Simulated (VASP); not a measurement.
Set up this calculation in VASP 6.6.1, as the native input.

```yaml
Task: single point
Functional: HSE06
Potentials_or_basis: VASP PAW PBE potentials, release 64 (Mg, S)
Cutoff: 520 eV
k_mesh: 6 × 6 × 6
Occupations: gaussian, width 0.01 eV
Spin: no spin polarisation
Dipole_correction: no
Grid_for_exact_exchange_PRECFOCK: Normal
Further_INCAR_settings: ALGO = Normal; EDIFF = 1e-07; NBANDS = 11
Share_of_exact_exchange: 0.25
Screening_parameter: 0.2079 1/Å
```

MgS:

```
CELL_PARAMETERS angstrom
-0.01415 2.83088 2.83088
2.83088 -0.01415 2.83088
2.81672 2.81672 0.00000
ATOMIC_POSITIONS crystal
Mg 0.99908 0.99908 0.00092
S 0.25092 0.25092 0.24908
```

This cell differs from its parent crystal: shear xy strain -1.0%.

One way to write it, as run:

POSCAR

```
MgS
1.0
   -0.0141543842      2.8308768404      2.8308768404
    2.8308768404     -0.0141543842      2.8308768404
    2.8167224562      2.8167224562      0.0000000000
Mg S
1 1
Direct
   -0.0009195632     -0.0009195632      0.0009195632
    0.2509195632      0.2509195632      0.2490804368
```

INCAR.step1

```
SYSTEM = MgS
PREC     = Accurate       ! precision mode
ENCUT    = 520            ! plane-wave cutoff, eV
EDIFF    = 1E-5           ! SCF threshold, eV
ISMEAR   = 0              ! smearing method
SIGMA    = 0.01           ! smearing width, eV
LREAL    = .False.        ! projectors in reciprocal space
LASPH    = .True.         ! aspherical terms in the spheres
NELM     = 60             ! most SCF steps
ALGO     = Normal         ! electronic algorithm
ISIF     = 2              ! what is computed and relaxed
LWAVE    = .True.         ! write WAVECAR
LCHARG   = .False.        ! write CHGCAR
NBANDS   = 11             ! bands
GGA      = PE             ! functional
```

INCAR.step2

```
SYSTEM = MgS
PREC     = Accurate       ! precision mode
ENCUT    = 520            ! plane-wave cutoff, eV
EDIFF    = 1E-7           ! SCF threshold, eV
ISMEAR   = 0              ! smearing method
SIGMA    = 0.01           ! smearing width, eV
LREAL    = .False.        ! projectors in reciprocal space
LASPH    = .True.         ! aspherical terms in the spheres
NELM     = 60             ! most SCF steps
ALGO     = Normal         ! electronic algorithm
ISIF     = 2              ! what is computed and relaxed
LWAVE    = .False.        ! write WAVECAR
LCHARG   = .False.        ! write CHGCAR
GGA      = PE             ! functional
LHFCALC  = .True.         ! exact exchange
HFSCREEN = 0.2079         ! screening, 1/A
PRECFOCK = Normal       
NBANDS   = 11             ! bands
ISTART   = 1
```

KPOINTS

```
Automatic mesh
0
Gamma
  6 6 6
  0 0 0
```

Potentials or basis: VASP PAW PBE potentials, release 64 (Mg, S).

Launch:

```bash
$ cat potpaw_PBE.64/Mg/POTCAR potpaw_PBE.64/S/POTCAR > POTCAR
$ cp INCAR.step1 INCAR
$ mpirun -np 1 vasp_std > vasp.out
$ cp INCAR.step2 INCAR
$ mpirun -np 1 vasp_std > vasp.out
```

It gave:

The pressure is -0.1 GPa. The band gap on the k mesh is 4.48 eV.

Caveat: the cell differs from its parent crystal (shear xy strain -1.0%); the structure was generated, so it needn't be the stable form of MgS; the PAW data sets were made with another functional, which shifts forces and pressure a little.

Wall time 28 min on 1 thread of Intel(R) Xeon(R) Platinum 8259CL CPU @ 2.50GHz (Skylake/Cascade Lake), on a shared host, peak memory 0.31 GiB.
